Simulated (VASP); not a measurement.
Crystal: BaTiO3.

```
Ba Ti O
1.0
     3.99980    0.00000    0.00000
     0.00000    3.99980    0.00000
     0.00000    0.00000    4.01800
Ba Ti O
1 1 3
Direct
  0.00000 0.00000 0.00000
  0.50000 0.50000 0.49000
  0.50000 0.50000 0.01900
  0.50000 0.00000 0.51700
  0.00000 0.50000 0.51700
```

```yaml
Program: VASP 6.6.1
Task: relaxation of cell and atoms
Functional: PBE
Dispersion: D3(BJ)
Potentials_or_basis: VASP PAW PBE potentials, release 64 (Ba_sv, Ti_sv, O)
Cutoff: 600 eV
k_mesh: 5 × 5 × 5
Occupations: gaussian, width 0.01 eV
Spin: no spin polarisation
```

At the start: pressure 0.7 GPa; volume 12.86 Å³/atom.

Question: Where does the relaxation end?

Answer: Over 14 steps the energy falls by 3.3 meV/atom and the volume is 13.06 Å³/atom (+1.6 %); space group P4mm (No. 99, to 0.05 Å).

Step by step:
```csv
step,energy change (eV),largest force (eV/Å),pressure (GPa),volume (Å³)
1,0.0000,0.2841,0.67,64.28
2,-0.0066,0.1962,-0.33,64.78
3,-0.0082,0.1818,-1.07,65.20
4,-0.0117,0.0921,-0.12,64.99
5,-0.0119,0.1012,0.19,64.93
6,-0.0136,0.0798,0.21,64.96
7,-0.0148,0.0806,0.24,65.00
8,-0.0146,0.1210,0.35,65.08
9,-0.0151,0.0881,0.28,65.04
10,-0.0160,0.0691,-0.13,65.27
11,-0.0161,0.0616,-0.30,65.37
12,-0.0164,0.0618,0.14,65.27
13,-0.0164,0.0521,0.05,65.29
14,-0.0166,0.0022,0.03,65.29
```

Final structure:
```yaml
crystal:
  lattice:
    - [3.98413, 0.00000, 0.00000]
    - [0.00000, 3.98413, 0.00000]
    - [0.00000, 0.00000, 4.11339]
  atoms:
    - { symbol: Ba, position: [0.00000, 0.00000, 0.99676] }
    - { symbol: Ti, position: [0.50000, 0.50000, 0.47859] }
    - { symbol: O, position: [0.50000, 0.50000, 0.03232] }
    - { symbol: O, position: [0.50000, 0.00000, 0.51767] }
    - { symbol: O, position: [0.00000, 0.50000, 0.51767] }
```
